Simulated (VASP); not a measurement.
# AlInC4N4 (P-43m) in VASP: notebook, part 2 of 2

VASP 6.6.1.

## Step 3: Single point, PBE

This run uses another cell than the first one, of 21.45 Å³/atom, 1.030 times its volume.

File INCAR:

```
  ALGO = Normal
  EDIFF = 1E-6
  ENCUT = 520
  GGA = PE
  ISIF = 2
  ISMEAR = 0
  LASPH = True
  LCHARG = False
  LREAL = False
  LWAVE = False
  NBANDS = 37
  NELM = 60
  PREC = Accurate
  SIGMA = 0.1
```

File KPOINTS:

```
k-points
0
Gamma
  4 4 4
```

File POSCAR:

```
AlInC4N4
1.0
    5.9861454742      0.0000000000      0.0000000000
    0.0000000000      5.9861454742      0.0000000000
    0.0000000000      0.0000000000      5.9861454742
Al In C N
1 1 4 4
Direct
    0.5000000000      0.5000000000      0.5000000000
    0.0000000000      0.0000000000      0.0000000000
    0.2084210447      0.2084210447      0.2084210447
    0.2084210447      0.7915789553      0.7915789553
    0.7915789553      0.2084210447      0.7915789553
    0.7915789553      0.7915789553      0.2084210447
    0.3227445202      0.3227445202      0.3227445202
    0.3227445202      0.6772554798      0.6772554798
    0.6772554798      0.3227445202      0.6772554798
    0.6772554798      0.6772554798      0.3227445202
```

Potentials or basis: VASP PAW PBE potentials, release 64 (Al, In_d, C, N).

Run with:

```console
cat potpaw_PBE.64/Al/POTCAR potpaw_PBE.64/In_d/POTCAR potpaw_PBE.64/C/POTCAR potpaw_PBE.64/N/POTCAR > POTCAR
mpirun -np 1 vasp_std > vasp.out
```

OUTCAR:

```text
EDIFF = 1E-6
   ENCUT = 520
   GGA = PE
   ISIF = 2
   ISMEAR = 0
   LASPH = True
   LREAL = False
   NELM = 60
   PREC = Accurate

 ion  position               nearest neighbor table
   1  0.500  0.500  0.500-   7 1.84   8 1.84   9 1.84  10 1.84
   2  0.000  0.000  0.000-   3 2.16   4 2.16   5 2.16   6 2.16
   3  0.208  0.208  0.208-   7 1.19   2 2.16
   4  0.208  0.792  0.792-   8 1.19   2 2.16
   5  0.792  0.208  0.792-   9 1.19   2 2.16
   6  0.792  0.792  0.208-  10 1.19   2 2.16
   7  0.323  0.323  0.323-   3 1.19   1 1.84
   8  0.323  0.677  0.677-   4 1.19   1 1.84
   9  0.677  0.323  0.677-   5 1.19   1 1.84
  10  0.677  0.677  0.323-   6 1.19   1 1.84

  LATTYP: Found a simple cubic cell.
 ALAT       =     5.9861454742

  Lattice vectors:

 A1 = (   5.9861454742,   0.0000000000,   0.0000000000)
 A2 = (   0.0000000000,   5.9861454742,   0.0000000000)
 A3 = (   0.0000000000,   0.0000000000,   5.9861454742)

Analysis of symmetry for initial positions (statically):
=====================================================================
 Subroutine PRICEL returns:
 Original cell was already a primitive cell.

 Routine SETGRP: Setting up the symmetry group for a
 simple cubic supercell.

 Subroutine GETGRP returns: Found 24 space group operations
 (whereof 24 operations were pure point group operations)
 out of a pool of 48 trial point group operations.

The static configuration has the point symmetry T_d .

Analysis of symmetry for dynamics (positions and initial velocities):
=====================================================================
 Subroutine PRICEL returns:
 Original cell was already a primitive cell.

 Routine SETGRP: Setting up the symmetry group for a
 simple cubic supercell.

 Subroutine GETGRP returns: Found 24 space group operations
 (whereof 24 operations were pure point group operations)
 out of a pool of 48 trial point group operations.

The dynamic configuration has the point symmetry T_d .

 Subroutine INISYM returns: Found 24 space group operations
 (whereof 24 operations are pure point group operations),
 and found     1 'primitive' translations

----------------------------------------------------------------------------------------

                                     Primitive cell

  volume of cell :     214.5072

  direct lattice vectors                    reciprocal lattice vectors
     5.986145474  0.000000000  0.000000000     0.167052405  0.000000000  0.000000000
     0.000000000  5.986145474  0.000000000     0.000000000  0.167052405  0.000000000
     0.000000000  0.000000000  5.986145474     0.000000000  0.000000000  0.167052405

  length of vectors
     5.986145474  5.986145474  5.986145474     0.167052405  0.167052405  0.167052405

[... 52 lines left out ...]
            Coordinates               Weight
  0.000000  0.000000  0.000000      1.000000
  0.250000  0.000000  0.000000      6.000000
  0.500000  0.000000  0.000000      3.000000
  0.250000  0.250000  0.000000     12.000000
  0.500000  0.250000  0.000000     12.000000
  0.500000  0.500000  0.000000      3.000000
  0.250000  0.250000  0.250000      8.000000
  0.500000  0.250000  0.250000     12.000000
  0.500000  0.500000  0.250000      6.000000
  0.500000  0.500000  0.500000      1.000000
   k-points           NKPTS =     10   k-points in BZ     NKDIM =     10   number of bands    NBANDS=     37
   number of dos      NEDOS =    301   number of ions     NIONS =     10
   total plane-waves  NPLWV = 110592
   dimension x,y,z NGX =    48 NGY =   48 NGZ =   48
   dimension x,y,z NGXF=    96 NGYF=   96 NGZF=   96
   ions per type =               1   1   4   4
   NGX,Y,Z   is equivalent  to a cutoff of  13.33, 13.33, 13.33 a.u.
   NGXF,Y,Z  is equivalent  to a cutoff of  26.66, 26.66, 26.66 a.u.
 SYSTEM =  unknown system
   PREC   = accura    normal or accurate (medium, high low for compatibility)
   ISTART =      0    job   : 0-new  1-cont  2-samecut
   ICHARG =      2    charge: 1-file 2-atom 10-const
   ISPIN  =      1    spin polarized calculation?
   LNONCOLLINEAR =      F non collinear calculations
   LSORBIT =      F    spin-orbit coupling
   LASPH  =      T    aspherical Exc in radial PAW
   ENCUT  =  520.0 eV  38.22 Ry    6.18 a.u.  11.13 11.13 11.13*2*pi/ulx,y,z
   NELM   =     60;   NELMIN=  2; NELMDL= -5     # of ELM steps
   EDIFF  = 0.1E-05   stopping-criterion for ELM
   LREAL  =      F    real-space projection
   EDIFFG = 0.1E-04   stopping-criterion for IOM
   NSW    =      0    number of steps for IOM
   IBRION =     -1    ionic relax: 0-MD 1-quasi-New 2-CG
   NFREE  =      0    steps in history (QN), initial steepest desc. (CG)
   ISIF   =      2    stress and relaxation
   ISYM   =      2    0-nonsym 1-usesym 2-fastsym
   POTIM  = 0.5000    time-step for ionic-motion
   TEBEG  =    0.0;   TEEND  =   0.0 temperature during run
   PSTRESS=    0.0 pullay stress
   NELECT =      52.0000    total number of electrons
   NUPDOWN=      -1.0000    fix difference up-down
   EMIN   =  10.00;   EMAX   =-10.00  energy-range for DOS
   EFERMI =   0.00;   METHOD = LEGACY
   ISMEAR =     0;   SIGMA  =   0.10  broadening in eV -4-tet -1-fermi 0-gaus
   EFERMI_NEDOS =   21; number of points for ismear=-14 and -15
   IALGO  =     38    algorithm
   IMIX   =      4    mixing-type and parameters
     AMIX     =   0.40;   BMIX     =  1.00
     AMIX_MAG =   1.60;   BMIX_MAG =  1.00
  volume/ion in A,a.u.               =      21.45       144.76
  Fermi-wavevector in a.u.,A,eV,Ry     =   1.020772  1.928979 14.176932  1.041975
  Thomas-Fermi vector in A             =   2.154360
   LORBIT       =      0    0 simple, 1 ext, 2 COOP (PROOUT), +10 PAW based schemes
   GGA     = PE    functional components
   LHFCALC =     F    Hartree Fock is set to
   AEXX    =    0.0000 exact exchange contribution
   IVDW    =     0    specifies the selected vdW correction
   LEPSILON=     F    determine dielectric tensor
   LRPA    =     F    only Hartree local field effects (RPA)
 non-spin polarized calculation
 Gauss-broadening in eV      SIGMA  =   0.10
  energy-cutoff  :      520.00
  volume of cell :      214.51
 maximum number of plane-waves:      5832
 NGX is ok and might be reduce to    48
   NGX = 23   NGY = 23   NGZ = 23

 number of electron      52.0000024 magnetization

 Free energy of the ion-electron system (eV)
  ---------------------------------------------------
  ext. energy  EPLUGINS =         0.00000000
  ---------------------------------------------------
  free energy    TOTEN  =       -71.84028724 eV

  energy without entropy =      -71.78633545  energy(sigma->0) =      -71.81331135

 E-fermi :   2.4011     XC(G=0):  -7.1060

 val. band max:        2.3912690215   @ k =   0.5000   0.2500   0.0000
 cond. band min:       2.4083787193   @ k =   0.2500   0.2500   0.0000
 fundamental gap:      0.0171096977
 Fermi energy:         2.4010963556

 k-point     1 :       0.0000    0.0000    0.0000
  band No.  band energies     occupation
      1     -18.1330      2.00000
      2     -17.9158      2.00000
      3     -17.9158      2.00000
      4     -17.9158      2.00000
      5     -14.3405      2.00000
      6     -14.3405      2.00000
[... 389 lines left out ...]
     36       6.1373      0.00000
     37       6.1373      0.00000

------------------------ aborting loop because EDIFF is reached ----------------------------------------

  FORCE on cell =-STRESS in cart. coord.  units (eV):
  Direction    XX          YY          ZZ          XY          YZ          ZX
  --------------------------------------------------------------------------------------
  -------------------------------------------------------------------------------------
  Total        0.5362204      0.5362204      0.5362204     -0.0000000      0.0000000     -0.0000000
  in kB        4.0050888      4.0050888      4.0050888     -0.0000000      0.0000000     -0.0000000
  external PRESSURE =       4.0050888 kB  Pullay stress =       0.0000000 kB

 VOLUME and BASIS-vectors are now :
 -----------------------------------------------------------------------------
  energy-cutoff  :      520.00
  volume of cell :      214.51
      direct lattice vectors                 reciprocal lattice vectors
     5.986145474  0.000000000  0.000000000     0.167052405  0.000000000  0.000000000
     0.000000000  5.986145474  0.000000000     0.000000000  0.167052405  0.000000000
     0.000000000  0.000000000  5.986145474     0.000000000  0.000000000  0.167052405

 POSITION                                       TOTAL-FORCE (eV/Angst)
 -----------------------------------------------------------------------------------
      2.99307      2.99307      2.99307        -0.000000      0.000000     -0.000000
      0.00000      0.00000      0.00000        -0.000000      0.000000     -0.000000
      1.24764      1.24764      1.24764        -0.178426     -0.178426     -0.178426
      1.24764      4.73851      4.73851        -0.178426      0.178426      0.178426
      4.73851      1.24764      4.73851         0.178426     -0.178426      0.178426
      4.73851      4.73851      1.24764         0.178426      0.178426     -0.178426
      1.93200      1.93200      1.93200         0.180640      0.180640      0.180640
      1.93200      4.05415      4.05415         0.180640     -0.180640     -0.180640
      4.05415      1.93200      4.05415        -0.180640      0.180640     -0.180640
      4.05415      4.05415      1.93200        -0.180640     -0.180640      0.180640
 -----------------------------------------------------------------------------------
    total drift:                                0.000000      0.000000      0.000000

  FREE ENERGIE OF THE ION-ELECTRON SYSTEM (eV)
  ---------------------------------------------------
  free  energy   TOTEN  =       -71.8402872408 eV

  energy  without entropy=      -71.7863354494  energy(sigma->0) =      -71.81331135
```

Run time: 38 s. Hardware: 1 thread of Intel Xeon 6975P-C (Granite Rapids), shared host; peak memory 0.36 GiB.

Results:

```yaml
Free_energy: -71.8403 eV
Pressure: 0.4 GPa
Largest_force: 0.313 eV/Å
Band_gap_on_the_k_mesh: zero (band 26 reaches 2.58 eV, above the bottom of band 27 at 2.22 eV)
```

Forces on the atoms (eV/Å):
```
Al   0.000  0.000  0.000
In   0.000  0.000  0.000
C   -0.178 -0.178 -0.178
C   -0.178  0.178  0.178
C    0.178 -0.178  0.178
C    0.178  0.178 -0.178
N    0.181  0.181  0.181
N    0.181 -0.181 -0.181
N   -0.181  0.181 -0.181
N   -0.181 -0.181  0.181
```

Caveat: spin-orbit coupling is left out, which moves the levels of the heavy elements.

## Step 4: Single point, PBE

This run uses another cell than the first one, of 21.52 Å³/atom, 1.033 times its volume.

File INCAR:

```
PREC     = Accurate       # precision mode
ENCUT    = 520            # plane-wave cutoff, eV
EDIFF    = 1E-7           # SCF threshold, eV
ISMEAR   = 0              # smearing method
SIGMA    = 0.1            # smearing width, eV
LREAL    = F              # projectors in reciprocal space
LASPH    = T              # aspherical terms in the spheres
NELM     = 80             # most SCF steps
ALGO     = Normal         # electronic algorithm
ISIF     = 2              # what is computed and relaxed
LWAVE    = F              # write WAVECAR
LCHARG   = T              # write CHGCAR
GGA      = PE             # functional
LELF     = T              # ELF
LVHAR    = T            
NBANDS   = 37             # bands
```

File KPOINTS:

```
Automatic mesh
0
Gamma
  6 6 6
```

File POSCAR:

```
AlInC4N4
1.0
    5.9922858661      0.0000000000      0.0000000000
    0.0000000000      5.9922858661      0.0000000000
    0.0000000000      0.0000000000      5.9922858661
Al In C N
1 1 4 4
Direct
    0.5000000000      0.5000000000      0.5000000000
    0.0000000000      0.0000000000      0.0000000000
    0.2084788481      0.2084788481      0.2084788481
    0.2084788481      0.7915211519      0.7915211519
    0.7915211519      0.2084788481      0.7915211519
    0.7915211519      0.7915211519      0.2084788481
    0.3227254909      0.3227254909      0.3227254909
    0.3227254909      0.6772745091      0.6772745091
    0.6772745091      0.3227254909      0.6772745091
    0.6772745091      0.6772745091      0.3227254909
```

Run with:

```console
cat potpaw_PBE.64/Al/POTCAR potpaw_PBE.64/In_d/POTCAR potpaw_PBE.64/C/POTCAR potpaw_PBE.64/N/POTCAR > POTCAR
mpirun -np 1 vasp_std > vasp.out
```

Wall time 88 s (1 thread of Intel Xeon 6975P-C (Granite Rapids), shared host); peak memory 0.41 GiB.

It converged, with:

```yaml
Free_energy: -71.8403 eV
Pressure: 0.2 GPa
Largest_force: 0.325 eV/Å
Band_gap_on_the_k_mesh: zero (band 26 reaches 2.56 eV, above the bottom of band 27 at 2.20 eV)
```

Forces in eV/Å, atoms in the order of the input:
```
Al   0.000  0.000  0.000
In   0.000  0.000  0.000
C   -0.176 -0.176 -0.176
C   -0.176  0.176  0.176
C    0.176 -0.176  0.176
C    0.176  0.176 -0.176
N    0.188  0.188  0.188
N    0.188 -0.188 -0.188
N   -0.188  0.188 -0.188
N   -0.188 -0.188  0.188
```

Levels at points of the mesh, in eV from the Fermi level:
```tsv
k point	band 23	band 24	band 25	band 26	band 27	band 28	band 29	band 30
(0.00, 0.00, 0.00)	-6.26	-6.26	-6.26	-0.19	-0.19	-0.19	0.54	0.54
(0.50, 0.00, 0.00)	-6.42	-6.09	-6.09	0.06	0.06	0.07	0.39	1.22
(0.50, 0.50, 0.00)	-6.15	-6.12	-6.12	0.15	0.21	0.41	0.41	1.22
(0.50, 0.50, 0.50)	-6.15	-6.15	-6.15	0.17	0.17	0.17	0.74	0.74
```

Caveat: spin-orbit coupling is left out, which moves the levels of the heavy elements.

## Step 5: Overview

| cell | k mesh | gap on the mesh (eV) | pressure (GPa) | largest force (eV/Å) |
| --- | --- | --- | --- | --- |
| a = 5.928 Å, 10 atoms | 4 × 4 × 4 | none | 4.3 | 3.72 |
| a = 5.986 Å, 10 atoms | 4 × 4 × 4 | none | 0.4 | 0.31 |
| a = 5.992 Å, 10 atoms | 6 × 6 × 6 | none | 0.2 | 0.33 |

Alike in all rows: task single point; level PBE; potentials or basis VASP PAW PBE potentials, release 64 (Al, In_d, C, N); no spin polarisation; cutoff (eV) 520; smearing gaussian 0.1 eV.

Caveats: spin-orbit coupling is left out, which moves the levels of the heavy elements; forces of over 1 eV/Å act on the atoms, so gaps and moduli don't describe the material at rest (some runs).

Total energies depend on the potentials used, so only differences within one code and one set of settings carry meaning.
